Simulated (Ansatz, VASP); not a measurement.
InSb: VASP beside Ansatz

```
In Sb
1.0
     0.00000    3.07133    3.07133
     3.07133    0.00000    3.07133
     3.07133    3.07133    0.00000
In Sb
1 1
Direct
  0.00000 0.00000 0.00000
  0.50000 0.50000 0.50000
```

Alike in both runs: task single point; functional PBEsol; k mesh 14 × 14 × 14; occupations gaussian, width 0.15 eV; no spin polarisation.

|  | VASP | Ansatz |
| --- | --- | --- |
| version | VASP 6.6.1 | Ansatz 0.2.0 |
| potentials or method | VASP PAW PBE potentials, release 64 (In_d, Sb), cutoff 520 eV | scalar-relativistic, plane waves, PAW |
| valence electrons in the cell | 18 | 28 |

```csv
,VASP,Ansatz,Ansatz less VASP
gap on the k mesh at the Fermi level (eV),none,none,-
pressure (GPa),-2.6,-2.6,-0.01
```

VASP's potentials were made for PBE, not for PBEsol, and Ansatz warns of the same on its side. A gap of «none» marks a metal or a gap that the smearing closes. VASP's potentials hold 18 valence electrons a cell and Ansatz's 28, so a difference there can come from the potentials and not from the codes.

Neither program's run includes spin-orbit coupling.
